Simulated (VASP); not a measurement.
# Mo (P6/mmm) in VASP: single point with LDA

Aim: the single point of Mo with LDA.

Program: VASP 6.6.1. These are calculated values, not measurements. Logs are shortened: lines on timing, memory, paths and dates and some standing lists are left out, and cuts for length are marked.

### Step 1. The cell of the first run

The structure is hexagonal, space group P6/mmm (No. 191). Conventional cell: a = 3.227 Å, b = 3.227 Å, c = 6.312 Å, α = 90.00°, β = 90.00°, γ = 120.00°. Within 4.2 Å of Mo (site symmetry 6/mmm) lie 6 Mo at 3.23 Å.

### Step 2. Single point, LDA

Input file INCAR:

```
PREC = Accurate ; ENCUT = 520
EDIFF = 1E-7 ; ISMEAR = 0
SIGMA = 0.05 ; LREAL = F
LASPH = T ; NELM = 60
ALGO = Normal ; ISIF = 2
LWAVE = F ; LCHARG = T
LELF = T ; LVHAR = T
NBANDS = 13
```

Input file KPOINTS:

```
regular mesh
0
Gamma
  10 10 5
```

Input file POSCAR:

```
Mo
1.0
    3.2274645600      0.0000000000      0.0000000000
   -1.6137322800      2.7950663000      0.0000000000
    0.0000000000      0.0000000000      6.3124734200
Mo
1
Direct
    0.0000000000      0.0000000000      0.5000000000
```

Potentials or basis: VASP PAW LDA potentials, release 64 (Mo_sv).

Run with:

```console
> cat potpaw_LDA.64/Mo_sv/POTCAR > POTCAR
> mpirun -np 1 vasp_std > vasp.out
```

OUTCAR:

```text
PREC = Accurate
   ENCUT = 520
   EDIFF = 1E-7
   ISMEAR = 0
   LREAL = F
   LASPH = T
   NELM = 60
   ISIF = 2

 ion  position               nearest neighbor table
   1  0.000  0.000  0.500-

  LATTYP: Found a hexagonal cell.
 ALAT       =     3.2274645600
 C/A-ratio  =     1.9558614208

  Lattice vectors:

 A1 = (   3.2274645600,   0.0000000000,   0.0000000000)
 A2 = (  -1.6137322800,   2.7950663000,   0.0000000000)
 A3 = (   0.0000000000,   0.0000000000,   6.3124734200)

Analysis of symmetry for initial positions (statically):
=====================================================================
 Subroutine PRICEL returns:
 Original cell was already a primitive cell.

 Routine SETGRP: Setting up the symmetry group for a
 hexagonal supercell.

 Subroutine GETGRP returns: Found 24 space group operations
 (whereof 24 operations were pure point group operations)
 out of a pool of 24 trial point group operations.

The static configuration has the point symmetry D_6h.

Analysis of symmetry for dynamics (positions and initial velocities):
=====================================================================
 Subroutine PRICEL returns:
 Original cell was already a primitive cell.

 Routine SETGRP: Setting up the symmetry group for a
 hexagonal supercell.

 Subroutine GETGRP returns: Found 24 space group operations
 (whereof 24 operations were pure point group operations)
 out of a pool of 24 trial point group operations.

The dynamic configuration has the point symmetry D_6h.

 Subroutine INISYM returns: Found 24 space group operations
 (whereof 24 operations are pure point group operations),
 and found     1 'primitive' translations

----------------------------------------------------------------------------------------

                                     Primitive cell

  volume of cell :      56.9447

  direct lattice vectors                    reciprocal lattice vectors
     3.227464560  0.000000000  0.000000000     0.309840738  0.178886633  0.000000000
    -1.613732280  2.795066300  0.000000000     0.000000000  0.357773266  0.000000000
     0.000000000  0.000000000  6.312473420     0.000000000  0.000000000  0.158416509

  length of vectors
     3.227464560  3.227464561  6.312473420     0.357773267  0.357773266  0.158416509

  position of ions in fractional coordinates (direct lattice)
     0.000000000  0.000000000  0.500000000

  ion indices of the primitive-cell ions
   primitive index   ion index
                 1           1

----------------------------------------------------------------------------------------

 KPOINTS: regular mesh

Automatic generation of k-mesh.
 Grid dimensions read from file:
 generate k-points for:   10   10    5

 Generating k-lattice:

  Cartesian coordinates                     Fractional coordinates (reciprocal lattice)
     0.030984074  0.017888663  0.000000000     0.100000000 -0.000000000  0.000000000
     0.000000000  0.035777327  0.000000000     0.000000000  0.100000000  0.000000000
     0.000000000  0.000000000  0.031683302     0.000000000  0.000000000  0.200000000

  Length of vectors
     0.035777327  0.035777327  0.031683302

  Shift w.r.t. Gamma in fractional coordinates (k-lattice)
     0.000000000  0.000000000  0.000000000

 Subroutine IBZKPT returns following result:
 ===========================================

 Found     42 irreducible k-points:

 Following reciprocal coordinates:
            Coordinates               Weight
  0.000000  0.000000  0.000000      1.000000
  0.100000  0.000000  0.000000      6.000000
  0.200000  0.000000  0.000000      6.000000
  0.300000  0.000000  0.000000      6.000000
  0.400000  0.000000  0.000000      6.000000
  0.500000  0.000000  0.000000      3.000000
[... 16 lines left out ...]
  0.300000  0.100000  0.200000     24.000000
  0.400000  0.100000  0.200000     24.000000
 [... further k-points ...]
   k-points           NKPTS =     42   k-points in BZ     NKDIM =     42   number of bands    NBANDS=     13
   number of dos      NEDOS =    301   number of ions     NIONS =      1
   total plane-waves  NPLWV =  27648
   dimension x,y,z NGX =    24 NGY =   24 NGZ =   48
   dimension x,y,z NGXF=    48 NGYF=   48 NGZF=   96
   ions per type =               1
   NGX,Y,Z   is equivalent  to a cutoff of  12.36, 12.36, 12.64 a.u.
   NGXF,Y,Z  is equivalent  to a cutoff of  24.72, 24.72, 25.28 a.u.
 SYSTEM =  unknown system
   PREC   = accura    normal or accurate (medium, high low for compatibility)
   ISTART =      0    job   : 0-new  1-cont  2-samecut
   ICHARG =      2    charge: 1-file 2-atom 10-const
   ISPIN  =      1    spin polarized calculation?
   LNONCOLLINEAR =      F non collinear calculations
   LSORBIT =      F    spin-orbit coupling
   LASPH  =      T    aspherical Exc in radial PAW
   ENCUT  =  520.0 eV  38.22 Ry    6.18 a.u.   6.00  6.00 11.74*2*pi/ulx,y,z
   NELM   =     60;   NELMIN=  2; NELMDL= -5     # of ELM steps
   EDIFF  = 0.1E-06   stopping-criterion for ELM
   LREAL  =      F    real-space projection
   EDIFFG = 0.1E-05   stopping-criterion for IOM
   NSW    =      0    number of steps for IOM
   IBRION =     -1    ionic relax: 0-MD 1-quasi-New 2-CG
   NFREE  =      0    steps in history (QN), initial steepest desc. (CG)
   ISIF   =      2    stress and relaxation
   ISYM   =      2    0-nonsym 1-usesym 2-fastsym
   POTIM  = 0.5000    time-step for ionic-motion
   TEBEG  =    0.0;   TEEND  =   0.0 temperature during run
   PSTRESS=    0.0 pullay stress
   NELECT =      14.0000    total number of electrons
   NUPDOWN=      -1.0000    fix difference up-down
   EMIN   =  10.00;   EMAX   =-10.00  energy-range for DOS
   EFERMI =   0.00;   METHOD = LEGACY
   ISMEAR =     0;   SIGMA  =   0.05  broadening in eV -4-tet -1-fermi 0-gaus
   EFERMI_NEDOS =   21; number of points for ismear=-14 and -15
   IALGO  =     38    algorithm
   IMIX   =      4    mixing-type and parameters
     AMIX     =   0.40;   BMIX     =  1.00
     AMIX_MAG =   1.60;   BMIX_MAG =  1.00
  volume/ion in A,a.u.               =      56.94       384.28
  Fermi-wavevector in a.u.,A,eV,Ry     =   1.025573  1.938051 14.310599  1.051799
  Thomas-Fermi vector in A             =   2.159420
   LORBIT       =      0    0 simple, 1 ext, 2 COOP (PROOUT), +10 PAW based schemes
   GGA     = CA    functional components
   LHFCALC =     F    Hartree Fock is set to
   AEXX    =    0.0000 exact exchange contribution
   IVDW    =     0    specifies the selected vdW correction
   LEPSILON=     F    determine dielectric tensor
   LRPA    =     F    only Hartree local field effects (RPA)
 non-spin polarized calculation
 Gauss-broadening in eV      SIGMA  =   0.05
  energy-cutoff  :      520.00
  volume of cell :       56.94
 maximum number of plane-waves:      1556
   NGX = 13   NGY = 13   NGZ = 23

 number of electron      13.9999998 magnetization

 Free energy of the ion-electron system (eV)
  ---------------------------------------------------
  ext. energy  EPLUGINS =         0.00000000
  ---------------------------------------------------
  free energy    TOTEN  =        -6.74657922 eV

  energy without entropy =       -6.74082042  energy(sigma->0) =       -6.74369982

 E-fermi :   0.0280     XC(G=0):  -6.9165

 val. band max:        0.0207351304   @ k =   0.3000   0.1000   0.0000
 cond. band min:       0.0302664881   @ k =   0.1000   0.1000   0.2000
 fundamental gap:      0.0095313578
 Fermi energy:         0.0280362038

 k-point     1 :       0.0000    0.0000    0.0000
  band No.  band energies     occupation
      1     -60.7472      2.00000
      2     -35.1619      2.00000
      3     -34.6736      2.00000
      4     -34.6736      2.00000
      5      -3.5354      2.00000
      6      -0.8281      2.00000
      7      -0.0384      1.93961
      8      -0.0384      1.93961
      9       1.1593      0.00000
     10       1.1593      0.00000
     11       1.8956      0.00000
     12       5.1534      0.00000
     13      13.3606      0.00000

 k-point     2 :       0.1000    0.0000    0.0000
  band No.  band energies     occupation
      1     -60.7447      2.00000
      2     -35.1588      2.00000
      3     -34.6986      2.00000
      4     -34.6797      2.00000
      5      -3.2753      2.00000
      6      -0.7357      2.00000
      7      -0.1765      2.00000
      8       0.1411      0.00139
      9       0.5780      0.00000
     10       1.1157      0.00000
     11       2.5941      0.00000
     12       5.2907      0.00000
     13      13.5609      0.00000

 k-point     3 :       0.2000    0.0000    0.0000
  band No.  band energies     occupation
      1     -60.7380      2.00000
      2     -35.1507      2.00000
      3     -34.7637      2.00000
      4     -34.6956      2.00000
      5      -2.5853      2.00000
      6      -0.5320      2.00000
      7      -0.3746      2.00000
      8      -0.1222      1.99998
      9       0.6465      0.00000
     10       1.0038      0.00000
     11       3.6561      0.00000
     12       5.7092      0.00000
     13      12.1112      0.00000

 k-point     4 :       0.3000    0.0000    0.0000
  band No.  band energies     occupation
      1     -60.7297      2.00000
      2     -35.1406      2.00000
      3     -34.8433      2.00000
      4     -34.7152      2.00000
      5      -1.9822      2.00000
      6      -0.6648      2.00000
      7      -0.2388      2.00000
      8      -0.0459      1.96360
      9       0.8702      0.00000
     10       1.3649      0.00000
     11       4.8153      0.00000
     12       6.4268      0.00000
     13       9.4121      0.00000

 k-point     5 :       0.4000    0.0000    0.0000
  band No.  band energies     occupation
      1     -60.7229      2.00000
      2     -35.1324      2.00000
      3     -34.9071      2.00000
      4     -34.7310      2.00000
      5      -1.9750      2.00000
      6      -1.0048      2.00000
      7       0.1679      0.00008
      8       0.7655      0.00000
      9       1.1458      0.00000
     10       2.0593      0.00000
     11       5.9475      0.00000
     12       6.8211      0.00000
     13       7.5887      0.00000

 k-point     6 :       0.5000    0.0000    0.0000
  band No.  band energies     occupation
      1     -60.7204      2.00000
      2     -35.1293      2.00000
      3     -34.9313      2.00000
      4     -34.7370      2.00000
      5      -2.0363      2.00000
      6      -1.1205      2.00000
      7       0.2933      0.00000
      8       0.7263      0.00000
      9       2.1739      0.00000
     10       2.3644      0.00000
     11       5.5127      0.00000
     12       6.5462      0.00000
     13       8.4909      0.00000

 k-point     7 :       0.1000    0.1000    0.0000
  band No.  band energies     occupation
      1     -60.7400      2.00000
      2     -35.1532      2.00000
      3     -34.7419      2.00000
      4     -34.6925      2.00000
      5      -2.7859      2.00000
      6      -0.5642      2.00000
      7      -0.4136      2.00000
      8       0.0655      0.28868
      9       0.5179      0.00000
     10       1.0162      0.00000
     11       3.3687      0.00000
     12       5.5694      0.00000
     13      13.3230      0.00000
[... 193 lines left out ...]
 k-point    20 :       0.5000    0.0000    0.2000
  band No.  band energies     occupation
      1     -60.7204      2.00000
      2     -35.1293      2.00000
      3     -34.9313      2.00000
      4     -34.7370      2.00000
      5      -2.0350      2.00000
      6      -1.1306      2.00000
      7       0.3178      0.00000
      8       0.7255      0.00000
      9       2.2140      0.00000
     10       2.3644      0.00000
     11       5.5008      0.00000
     12       6.2565      0.00000
     13       8.1872      0.00000

 k-point    21 :       0.1000    0.1000    0.2000
  band No.  band energies     occupation
      1     -60.7400      2.00000
      2     -35.1532      2.00000
      3     -34.7419      2.00000
      4     -34.6925      2.00000
      5      -2.7666      2.00000
      6      -0.5073      2.00000
      7      -0.4135      2.00000
      8       0.0303      0.94970
      9       0.5182      0.00000
     10       1.0157      0.00000
     11       2.8806      0.00000
     12       6.4239      0.00000
     13      12.7685      0.00000

 k-point    22 :       0.2000    0.1000    0.2000
  band No.  band energies     occupation
      1     -60.7325      2.00000
      2     -35.1441      2.00000
      3     -34.8098      2.00000
      4     -34.7147      2.00000
      5      -1.9831      2.00000
      6      -0.6200      2.00000
      7      -0.4923      2.00000
      8      -0.1950      2.00000
      9       0.8409      0.00000
     10       1.2333      0.00000
     11       3.8314      0.00000
     12       7.1220      0.00000
     13      10.9354      0.00000

 k-point    23 :       0.3000    0.1000    0.2000
  band No.  band energies     occupation
      1     -60.7250      2.00000
      2     -35.1350      2.00000
      3     -34.8769      2.00000
      4     -34.7369      2.00000
      5      -1.7066      2.00000
      6      -0.8505      2.00000
      7       0.0466      0.60022
      8       0.1047      0.03016
      9       0.6668      0.00000
     10       2.1570      0.00000
     11       4.9546      0.00000
     12       8.0076      0.00000
     13       8.2802      0.00000

 k-point    24 :       0.4000    0.1000    0.2000
  band No.  band energies     occupation
      1     -60.7204      2.00000
      2     -35.1293      2.00000
      3     -34.9180      2.00000
      4     -34.7507      2.00000
      5      -1.8152      2.00000
      6      -1.0388      2.00000
      7       0.3071      0.00000
      8       0.5602      0.00000
      9       1.0817      0.00000
     10       3.1590      0.00000
     11       5.8303      0.00000
     12       6.3368      0.00000
     13       8.4701      0.00000

 [... further k-points ...]
[... 5 lines left out ...]
  --------------------------------------------------------------------------------------
  -------------------------------------------------------------------------------------
  Total       -8.6087284     -8.6087284     -0.1532608      0.0000000      0.0000000      0.0000000
  in kB     -242.2124321   -242.2124324     -4.3120960      0.0000000      0.0000000      0.0000000
  external PRESSURE =    -162.9123202 kB  Pullay stress =       0.0000000 kB

 VOLUME and BASIS-vectors are now :
 -----------------------------------------------------------------------------
  energy-cutoff  :      520.00
  volume of cell :       56.94
      direct lattice vectors                 reciprocal lattice vectors
     3.227464560  0.000000000  0.000000000     0.309840738  0.178886633  0.000000000
    -1.613732280  2.795066300  0.000000000     0.000000000  0.357773266  0.000000000
     0.000000000  0.000000000  6.312473420     0.000000000  0.000000000  0.158416509

 POSITION                                       TOTAL-FORCE (eV/Angst)
 -----------------------------------------------------------------------------------
      0.00000      0.00000      3.15624        -0.000000      0.000000      0.000000
 -----------------------------------------------------------------------------------
    total drift:                               -0.000000     -0.000000      0.000000

  FREE ENERGIE OF THE ION-ELECTRON SYSTEM (eV)
  ---------------------------------------------------
  free  energy   TOTEN  =        -6.7465792152 eV

  energy  without entropy=       -6.7408204225  energy(sigma->0) =       -6.74369982
```

Wall time 12 s (1 thread of Intel Xeon Platinum 8375C at 2.90GHz (Ice Lake), shared host); peak memory 0.16 GiB.

Results:

- Free energy: -6.7466 eV
- Pressure: -16.3 GPa
- Band gap on the k mesh: zero (band 7 reaches 0.36 eV, above the bottom of band 8 at -0.26 eV)
